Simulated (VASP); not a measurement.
# MoS2 (P6_3/mmc) in VASP: notebook

MoS2 is run at these levels: PBEsol; tasks: single point.

Everything below comes from runs of VASP 6.6.1. Logs are shortened: lines on timing, memory, paths and dates and some standing lists are left out, and cuts for length are marked.

### 1 The cell of the first run

The structure is hexagonal, space group P6_3/mmc (No. 194). Conventional cell: a = 3.228 Å, b = 3.228 Å, c = 10.766 Å, α = 90.00°, β = 90.00°, γ = 120.00°. Within 3.0 Å of Mo (site symmetry -6m2) lie 6 S at 2.29 Å. Within 3.0 Å of S (site symmetry 3m) lie 3 Mo at 2.29 Å and 1 S at 2.67 Å.

### 2 Single point, PBEsol (volume 16.188 Å^3 an atom, c/a of the conventional cell 3.3354)

The input, INCAR:

```
SYSTEM = MoS2
PREC     = Accurate       ! precision mode
ENCUT    = 520            ! plane-wave cutoff, eV
EDIFF    = 1E-6           ! SCF threshold, eV
ISMEAR   = 1              ! smearing method
SIGMA    = 0.2            ! smearing width, eV
LREAL    = .False.        ! projectors in reciprocal space
LASPH    = .True.         ! aspherical terms in the spheres
NELM     = 100            ! most SCF steps
ALGO     = Normal         ! electronic algorithm
ISIF     = 2              ! what is computed and relaxed
LWAVE    = .False.        ! write WAVECAR
LCHARG   = .False.        ! write CHGCAR
GGA      = PS             ! functional
NBANDS   = 35             ! bands
```

The input, KPOINTS:

```
regular mesh
0
Gamma
  12 12 4
  0 0 0
```

The input, POSCAR:

```
MoS2
1.0
    3.2276663163      0.0000000000      0.0000000000
   -1.6138331582      2.7952410249      0.0000000000
    0.0000000000      0.0000000000     10.7655582315
Mo S
2 4
Direct
    0.3333333333      0.6666666667      0.2500000000
    0.6666666667      0.3333333333      0.7500000000
    0.3333333333      0.6666666667      0.6259932117
    0.6666666667      0.3333333333      0.1259932117
    0.3333333333      0.6666666667      0.8740067883
    0.6666666667      0.3333333333      0.3740067883
```

Potentials or basis: VASP PAW PBE potentials, release 64 (Mo_sv, S).

On the command line:

```sh
cat potpaw_PBE.64/Mo_sv/POTCAR potpaw_PBE.64/S/POTCAR > POTCAR
mpirun -np 1 vasp_std > vasp.out
```

OUTCAR:

```text
SYSTEM = MoS2
   PREC = Accurate
   ENCUT = 520
   EDIFF = 1E-6
   ISMEAR = 1
   LREAL = .False.
   LASPH = .True.
   NELM = 100
   ISIF = 2
   GGA = PS

 ion  position               nearest neighbor table
   1  0.333  0.667  0.250-   4 2.29   6 2.29   4 2.29   6 2.29   4 2.29   6 2.29
   2  0.667  0.333  0.750-   3 2.29   5 2.29   3 2.29   5 2.29   3 2.29   5 2.29
   3  0.333  0.667  0.626-   2 2.29   2 2.29   2 2.29   5 2.67
   4  0.667  0.333  0.126-   1 2.29   1 2.29   1 2.29   6 2.67
   5  0.333  0.667  0.874-   2 2.29   2 2.29   2 2.29   3 2.67
   6  0.667  0.333  0.374-   1 2.29   1 2.29   1 2.29   4 2.67

  LATTYP: Found a hexagonal cell.
 ALAT       =     3.2276663163
 C/A-ratio  =     3.3354000000

  Lattice vectors:

 A1 = (   3.2276663163,   0.0000000000,   0.0000000000)
 A2 = (  -1.6138331582,   2.7952410249,   0.0000000000)
 A3 = (   0.0000000000,   0.0000000000,  10.7655582315)

Analysis of symmetry for initial positions (statically):
=====================================================================
 Subroutine PRICEL returns:
 Original cell was already a primitive cell.

 Routine SETGRP: Setting up the symmetry group for a
 hexagonal supercell.

 Subroutine GETGRP returns: Found 24 space group operations
 (whereof 12 operations were pure point group operations)
 out of a pool of 24 trial point group operations.

The static configuration has the point symmetry D_3d.
 The point group associated with its full space group is D_6h.

Analysis of symmetry for dynamics (positions and initial velocities):
=====================================================================
 Subroutine PRICEL returns:
 Original cell was already a primitive cell.

 Routine SETGRP: Setting up the symmetry group for a
 hexagonal supercell.

 Subroutine GETGRP returns: Found 24 space group operations
 (whereof 12 operations were pure point group operations)
 out of a pool of 24 trial point group operations.

The dynamic configuration has the point symmetry D_3d.
 The point group associated with its full space group is D_6h.

 Subroutine INISYM returns: Found 24 space group operations
 (whereof 12 operations are pure point group operations),
 and found     1 'primitive' translations

----------------------------------------------------------------------------------------

                                     Primitive cell

  volume of cell :      97.1280

  direct lattice vectors                    reciprocal lattice vectors
     3.227666316  0.000000000  0.000000000     0.309821370  0.178875451  0.000000000
    -1.613833158  2.795241025  0.000000000     0.000000000  0.357750903  0.000000000
     0.000000000  0.000000000 10.765558232     0.000000000  0.000000000  0.092888820

  length of vectors
     3.227666316  3.227666316 10.765558232     0.357750903  0.357750903  0.092888820

  position of ions in fractional coordinates (direct lattice)
     0.333333333  0.666666667  0.250000000
     0.666666667  0.333333333  0.750000000
     0.333333333  0.666666667  0.625993212
     0.666666667  0.333333333  0.125993212
     0.333333333  0.666666667  0.874006788
     0.666666667  0.333333333  0.374006788

  ion indices of the primitive-cell ions
   primitive index   ion index
                 1           1
                 2           2
                 3           3
                 4           4
                 5           5
                 6           6

----------------------------------------------------------------------------------------

 KPOINTS: regular mesh

Automatic generation of k-mesh.
 Grid dimensions read from file:
 generate k-points for:   12   12    4

 Generating k-lattice:

  Cartesian coordinates                     Fractional coordinates (reciprocal lattice)
     0.025818447  0.014906288  0.000000000     0.083333333  0.000000000  0.000000000
     0.000000000  0.029812575  0.000000000     0.000000000  0.083333333  0.000000000
     0.000000000  0.000000000  0.023222205     0.000000000  0.000000000  0.250000000

  Length of vectors
     0.029812575  0.029812575  0.023222205

  Shift w.r.t. Gamma in fractional coordinates (k-lattice)
     0.000000000  0.000000000  0.000000000

 Subroutine IBZKPT returns following result:
 ===========================================

 Found     57 irreducible k-points:

 Following reciprocal coordinates:
            Coordinates               Weight
  0.000000  0.000000  0.000000      1.000000
  0.083333 -0.000000  0.000000      6.000000
  0.166667  0.000000  0.000000      6.000000
  0.250000  0.000000  0.000000      6.000000
  0.333333 -0.000000  0.000000      6.000000
  0.416667  0.000000  0.000000      6.000000
[... 16 lines left out ...]
  0.250000  0.000000  0.250000     12.000000
  0.333333 -0.000000  0.250000     12.000000
 [... further k-points ...]
   k-points           NKPTS =     57   k-points in BZ     NKDIM =     57   number of bands    NBANDS=     35
   number of dos      NEDOS =    301   number of ions     NIONS =      6
   total plane-waves  NPLWV =  46080
   dimension x,y,z NGX =    24 NGY =   24 NGZ =   80
   dimension x,y,z NGXF=    48 NGYF=   48 NGZF=  160
   ions per type =               2   4
   NGX,Y,Z   is equivalent  to a cutoff of  12.36, 12.36, 12.35 a.u.
   NGXF,Y,Z  is equivalent  to a cutoff of  24.72, 24.72, 24.71 a.u.
 SYSTEM =  MoS2
   PREC   = accura    normal or accurate (medium, high low for compatibility)
   ISTART =      0    job   : 0-new  1-cont  2-samecut
   ICHARG =      2    charge: 1-file 2-atom 10-const
   ISPIN  =      1    spin polarized calculation?
   LNONCOLLINEAR =      F non collinear calculations
   LSORBIT =      F    spin-orbit coupling
   LASPH  =      T    aspherical Exc in radial PAW
   ENCUT  =  520.0 eV  38.22 Ry    6.18 a.u.   6.00  6.00 20.02*2*pi/ulx,y,z
   NELM   =    100;   NELMIN=  2; NELMDL= -5     # of ELM steps
   EDIFF  = 0.1E-05   stopping-criterion for ELM
   LREAL  =      F    real-space projection
   EDIFFG = 0.1E-04   stopping-criterion for IOM
   NSW    =      0    number of steps for IOM
   IBRION =     -1    ionic relax: 0-MD 1-quasi-New 2-CG
   NFREE  =      0    steps in history (QN), initial steepest desc. (CG)
   ISIF   =      2    stress and relaxation
   ISYM   =      2    0-nonsym 1-usesym 2-fastsym
   POTIM  = 0.5000    time-step for ionic-motion
   TEBEG  =    0.0;   TEEND  =   0.0 temperature during run
   PSTRESS=    0.0 pullay stress
   NELECT =      52.0000    total number of electrons
   NUPDOWN=      -1.0000    fix difference up-down
   EMIN   =  10.00;   EMAX   =-10.00  energy-range for DOS
   EFERMI =   0.00;   METHOD = LEGACY
   ISMEAR =     1;   SIGMA  =   0.20  broadening in eV -4-tet -1-fermi 0-gaus
   EFERMI_NEDOS =   21; number of points for ismear=-14 and -15
   IALGO  =     38    algorithm
   IMIX   =      4    mixing-type and parameters
     AMIX     =   0.40;   BMIX     =  1.00
     AMIX_MAG =   1.60;   BMIX_MAG =  1.00
  volume/ion in A,a.u.               =      16.19       109.24
  Fermi-wavevector in a.u.,A,eV,Ry     =   1.329315  2.512040 24.042549  1.767077
  Thomas-Fermi vector in A             =   2.458486
   LORBIT       =      0    0 simple, 1 ext, 2 COOP (PROOUT), +10 PAW based schemes
   GGA     = PS    functional components
   LHFCALC =     F    Hartree Fock is set to
   AEXX    =    0.0000 exact exchange contribution
   IVDW    =     0    specifies the selected vdW correction
   LEPSILON=     F    determine dielectric tensor
   LRPA    =     F    only Hartree local field effects (RPA)
 non-spin polarized calculation
 Methfessel and Paxton  Order N= 1 SIGMA  =   0.20
  energy-cutoff  :      520.00
  volume of cell :       97.13
 maximum number of plane-waves:      2658
   NGX = 13   NGY = 13   NGZ = 41

 number of electron      52.0000002 magnetization

 Free energy of the ion-electron system (eV)
  ---------------------------------------------------
  ext. energy  EPLUGINS =         0.00000000
  ---------------------------------------------------
  free energy    TOTEN  =       -44.99853041 eV

  energy without entropy =      -44.99299324  energy(sigma->0) =      -44.99668469

 E-fermi :   9.1078     XC(G=0): -11.4686

 val. band max:        9.1026363861   @ k =   0.0833  -0.0000   0.0000
 cond. band min:       9.1092844192   @ k =   0.3333   0.2500   0.0000
 fundamental gap:      0.0066480331
 Fermi energy:         9.1078033009

 k-point     1 :       0.0000    0.0000    0.0000
  band No.  band energies     occupation
      1     -52.6069      2.00000
      2     -52.6069      2.00000
      3     -26.7923      2.00000
      4     -26.7916      2.00000
      5     -26.7487      2.00000
      6     -26.7487      2.00000
[... 27 lines left out ...]
     34      11.9460     -0.00000
     35      13.3359      0.00000

 k-point     2 :       0.0833   -0.0000    0.0000
  band No.  band energies     occupation
      1     -52.6045      2.00000
      2     -52.6045      2.00000
      3     -26.7868      2.00000
      4     -26.7861      2.00000
      5     -26.7762      2.00000
      6     -26.7762      2.00000
[... 27 lines left out ...]
     34      11.8028     -0.00000
     35      13.7806      0.00000

 k-point     3 :       0.1667    0.0000    0.0000
  band No.  band energies     occupation
      1     -52.5978      2.00000
      2     -52.5978      2.00000
      3     -26.8507      2.00000
      4     -26.8507      2.00000
      5     -26.7719      2.00000
      6     -26.7713      2.00000
[... 27 lines left out ...]
     34      11.8068     -0.00000
     35      14.9423      0.00000
[... 723 lines left out ...]
 k-point    23 :       0.2500    0.0000    0.2500
  band No.  band energies     occupation
      1     -52.5887      2.00000
      2     -52.5887      2.00000
      3     -26.9508      2.00000
      4     -26.9508      2.00000
      5     -26.7934      2.00000
      6     -26.7934      2.00000
[... 27 lines left out ...]
     34      12.3741     -0.00000
     35      16.0882      0.00000

 k-point    24 :       0.3333   -0.0000    0.2500
  band No.  band energies     occupation
      1     -52.5796      2.00000
      2     -52.5796      2.00000
      3     -27.0492      2.00000
      4     -27.0492      2.00000
      5     -26.8156      2.00000
      6     -26.8156      2.00000
[... 27 lines left out ...]
     34      12.9992     -0.00000
     35      15.2572      0.00000

 [... further k-points ...]
[... 5 lines left out ...]
  --------------------------------------------------------------------------------------
  -------------------------------------------------------------------------------------
  Total        6.5259017      6.5259017     25.4358119     -0.0000000     -0.0000000     -0.0000000
  in kB      107.6481731    107.6481731    419.5770653     -0.0000000     -0.0000000     -0.0000000
  external PRESSURE =     211.6244705 kB  Pullay stress =       0.0000000 kB

 VOLUME and BASIS-vectors are now :
 -----------------------------------------------------------------------------
  energy-cutoff  :      520.00
  volume of cell :       97.13
      direct lattice vectors                 reciprocal lattice vectors
     3.227666316  0.000000000  0.000000000     0.309821370  0.178875451  0.000000000
    -1.613833158  2.795241025  0.000000000     0.000000000  0.357750903  0.000000000
     0.000000000  0.000000000 10.765558232     0.000000000  0.000000000  0.092888820

 POSITION                                       TOTAL-FORCE (eV/Angst)
 -----------------------------------------------------------------------------------
     -0.00000      1.86349      2.69139         0.000000     -0.000000      0.000000
      1.61383      0.93175      8.07417        -0.000000     -0.000000      0.000000
     -0.00000      1.86349      6.73917        -0.000000      0.000000     -4.107534
      1.61383      0.93175      1.35639         0.000000     -0.000000     -4.107534
     -0.00000      1.86349      9.40917        -0.000000      0.000000      4.107534
      1.61383      0.93175      4.02639         0.000000     -0.000000      4.107534
 -----------------------------------------------------------------------------------
    total drift:                                0.000000     -0.000000      0.000000

  FREE ENERGIE OF THE ION-ELECTRON SYSTEM (eV)
  ---------------------------------------------------
  free  energy   TOTEN  =       -44.9985304085 eV

  energy  without entropy=      -44.9929932448  energy(sigma->0) =      -44.99668469
```

Wall time 2 min (1 thread of Intel Xeon Platinum 8488C (Sapphire Rapids), shared host); peak memory 0.29 GiB.

What came out:

* Free energy: -44.9985 eV
* Pressure: 21.2 GPa
* Largest force: 4.108 eV/Å
* Band gap on the k mesh: zero (band 26 reaches 9.89 eV, above the bottom of band 27 at 8.71 eV)

Forces on the atoms (eV/Å):
```
Mo   0.000  0.000  0.000
Mo   0.000  0.000  0.000
S    0.000  0.000 -4.108
S    0.000  0.000 -4.108
S    0.000  0.000  4.108
S    0.000  0.000  4.108
```

Caveat: the PAW data sets were made with another functional, which shifts forces and pressure a little.

(Part 1 of 2 ends here.)
